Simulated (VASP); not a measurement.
KSr3Mg, 5 atoms in the cell. It takes space group P6/mmm (No. 191, hexagonal). Conventional cell: a = 5.973 Å, b = 5.973 Å, c = 5.291 Å, α = 90.00°, β = 90.00°, γ = 120.00°. Within 3.5 Å of K (site symmetry 6/mmm) lie 2 Mg at 2.65 Å and 6 Sr at 2.99 Å. Sr (site symmetry mmm) has 4 Sr at 2.99 Å and 2 K at 2.99 Å within 3.9 Å. Mg (site symmetry 6/mmm) has 2 K at 2.65 Å within 3.5 Å. 

```yaml
Program: VASP 6.6.1
Task: single point
Functional: PBE
Potentials_or_basis: VASP PAW PBE potentials, release 64 (K_sv, Sr_sv, Mg)
Cutoff: 520 eV
k_mesh: 3 × 3 × 4
Occupations: gaussian, width 0.1 eV
Spin: no spin polarisation
Dipole_correction: no
Further_INCAR_settings: ALGO = Normal; EDIFF = 1e-06; NBANDS = 28
```

Potentials or basis: VASP PAW PBE potentials, release 64 (K_sv, Sr_sv, Mg).

Launch:

```bash
$ cat potpaw_PBE.64/K_sv/POTCAR potpaw_PBE.64/Sr_sv/POTCAR potpaw_PBE.64/Mg/POTCAR > POTCAR
$ mpirun -np 1 vasp_std > vasp.out
```

Hardware: 1 thread of Intel(R) Xeon(R) 6975P-C (Granite Rapids), on a shared host.

Problem. How long does it take, and how much memory?

Solution. Run time: 40 s on 1 thread of Intel(R) Xeon(R) 6975P-C (Granite Rapids), on a shared host, peak memory 0.31 GiB. Counts: scf iterations 13, k points 9.
